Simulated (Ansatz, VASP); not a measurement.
## NiO in VASP and in Ansatz

INCAR

```
SYSTEM = NiO
PREC = Accurate ; ENCUT = 520
EDIFF = 1E-6 ; ISMEAR = 0
SIGMA = 0.05 ; LREAL = .FALSE.
LASPH = .TRUE. ; NELM = 150
ALGO = Normal ; ISIF = 2
LWAVE = .FALSE. ; LCHARG = .FALSE.
ISPIN = 2 ; MAGMOM = 2 -2 0 0
LORBIT = 11 ; LMAXMIX = 4
LDAU = .TRUE. ; LDAUTYPE = 2
LDAUL = 2 -1 ; LDAUU = 7 0
LDAUJ = 0 0 ; LDAUPRINT = 1
GGA = PE ; NBANDS = 28
```

KPOINTS

```
regular mesh
0
G
  8 8 8
  0 0 0
```

The input POSCAR:

```
NiO
1.0
    0.0000000000      2.0913095100      2.0913095100
    2.0913095100      0.0000000000      2.0913095100
    4.1826190200      4.1826190200      0.0000000000
Ni O
2 2
Direct
    0.0000000000      0.0000000000      0.0000000000
    0.0000000000      0.0000000000      0.5000000000
    0.5000000000      0.5000000000      0.2500000000
    0.5000000000      0.5000000000      0.7500000000
```

Input for Ansatz:

```yaml
crystal:
  lattice:
    - [0.0, 2.09130951, 2.09130951]
    - [2.09130951, 0.0, 2.09130951]
    - [4.18261902, 4.18261902, 0.0]
  atoms:
    - { symbol: Ni, position: [0.0, 0.0, 0.0], spin: 2.0 }
    - { symbol: O, position: [0.5, 0.5, 0.25] }
    - { symbol: Ni, position: [0.0, 0.0, 0.5], spin: -2.0 }
    - { symbol: O, position: [0.5, 0.5, 0.75] }
basis:
  ecutwfc: 420
  ecutrho_ratio: 4
kpoints:
  mp_grid: { grid: [8, 8, 8] }
hamiltonian:
  xc: pbe
  hubbard:
    sites: [{ site: 0, l: d, u_eff: 7.0 }, { site: 2, l: d, u_eff: 7.0 }]
scf:
  occupations: { method: gaussian, width: 0.05 }
output:
  forces: true
  stress: true
  eigenvalues: true
  populations: true
  hubbard: { sites: [{ site: 0, l: d }, { site: 2, l: d }] }
  write_density: true
  write_potential: true
  elf: true
  volumetric_format: npy
magnetization:
  spin_polarized: true
```

Alike in both runs: task single point; functional PBE; k mesh 8 × 8 × 8; occupations gaussian, width 0.05 eV; collinear spin; Hubbard terms Ni d U = 7.0 eV.

|  | VASP | Ansatz |
| --- | --- | --- |
| version | VASP 6.6.1 | Ansatz 0.2.0 |
| potentials or method | VASP PAW PBE potentials, release 64 (Ni, O), cutoff 520 eV | scalar-relativistic, plane waves, PAW |
| valence electrons in the cell | 32 | 48 |

|  | VASP | Ansatz | Ansatz less VASP |
| --- | --- | --- | --- |
| gap on the k mesh at the Fermi level (eV) | 3.47 | 3.13 | -0.333 |
| least direct gap on the mesh (eV) | 4.15 | 3.93 | -0.224 |
| pressure (GPa) | -0.6 | 10.8 | +11.44 |
| net moment per atom (μB) | 0.00 | 0.00 | 0.000 |
| size of the moment on the site where the two differ most (μB) | 1.78 | 1.69 | -0.095 |

Site moments also hang on the region over which each program counts them. The programs project onto different local orbitals, so the same U acts differently, and such runs can settle in different states. VASP's potentials hold 32 valence electrons a cell and Ansatz's 48, so a difference there can come from the potentials and not from the codes.
